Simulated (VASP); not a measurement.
Wanted: the native input for a VASP 6.6.1 run.

```
Task                   : single point
Functional             : r2SCAN
Potentials or basis    : VASP PAW PBE potentials, release 64 (Ga_d, N)
Cutoff                 : 520 eV
k mesh                 : 15 × 15 × 15
Occupations            : fermi-dirac, width 0.1 eV
Spin                   : no spin polarisation
Dipole correction      : no
Further INCAR settings : ALGO = Normal; EDIFF = 1e-07; NBANDS = 16
```

The system is GaN (rocksalt type).

```
CELL_PARAMETERS angstrom
0.00000 2.06556 2.06556
2.06556 0.00000 2.06556
2.06556 2.06556 0.00000
ATOMIC_POSITIONS crystal
Ga 0.00000 0.00000 0.00000
N 0.50000 0.50000 0.50000
```

The input as run:

POSCAR

```
GaN
1.0
    0.0000000000      2.0655574842      2.0655574842
    2.0655574842      0.0000000000      2.0655574842
    2.0655574842      2.0655574842      0.0000000000
Ga N
1 1
Direct
    0.0000000000      0.0000000000      0.0000000000
    0.5000000000      0.5000000000      0.5000000000
```

INCAR.step1

```
SYSTEM = GaN
ALGO     = Normal         ! electronic algorithm
EDIFF    = 1E-4           ! SCF threshold, eV
ENCUT    = 520            ! plane-wave cutoff, eV
GGA      = PE             ! functional
ISMEAR   = -1             ! smearing method
LASPH    = .True.         ! aspherical terms in the spheres
LCHARG   = .False.        ! write CHGCAR
LREAL    = .False.        ! projectors in reciprocal space
LWAVE    = .True.         ! write WAVECAR
NBANDS   = 16             ! bands
NELM     = 80             ! most SCF steps
PREC     = Accurate       ! precision mode
SIGMA    = 0.1            ! smearing width, eV
```

INCAR.step2

```
SYSTEM = GaN
ALGO     = Normal         ! electronic algorithm
EDIFF    = 1E-7           ! SCF threshold, eV
ENCUT    = 520            ! plane-wave cutoff, eV
ISIF     = 2              ! what is computed and relaxed
ISMEAR   = -1             ! smearing method
ISTART   = 1            
LASPH    = .True.         ! aspherical terms in the spheres
LCHARG   = .False.        ! write CHGCAR
LMIXTAU  = .True.       
LREAL    = .False.        ! projectors in reciprocal space
LWAVE    = .False.        ! write WAVECAR
METAGGA  = R2SCAN         ! meta-GGA
NBANDS   = 16             ! bands
NELM     = 80             ! most SCF steps
PREC     = Accurate       ! precision mode
SIGMA    = 0.1            ! smearing width, eV
```

KPOINTS

```
k-points
0
Gamma
  15 15 15
  0 0 0
```

Potentials or basis: VASP PAW PBE potentials, release 64 (Ga_d, N).

Run with:

```sh
$ cat potpaw_PBE.64/Ga_d/POTCAR potpaw_PBE.64/N/POTCAR > POTCAR
$ cp INCAR.step1 INCAR
$ mpirun -np 1 vasp_std > vasp.out
$ cp INCAR.step2 INCAR
$ mpirun -np 1 vasp_std > vasp.out
```

It gave:

| Quantity | Value |
| --- | --- |
| Pressure | 18.9 GPa |
| Band gap on the k mesh | 1.67 eV (least direct gap 4.26 eV) |

Caveat: the cell stands under pressure; the PAW data sets were made with another functional, which shifts forces and pressure a little; an odd mesh through Γ misses points on the zone boundary, where band edges can lie.

It took 3.1 min on 1 thread of Intel Xeon 8259CL, with other jobs on the host, peak memory 0.17 GiB.
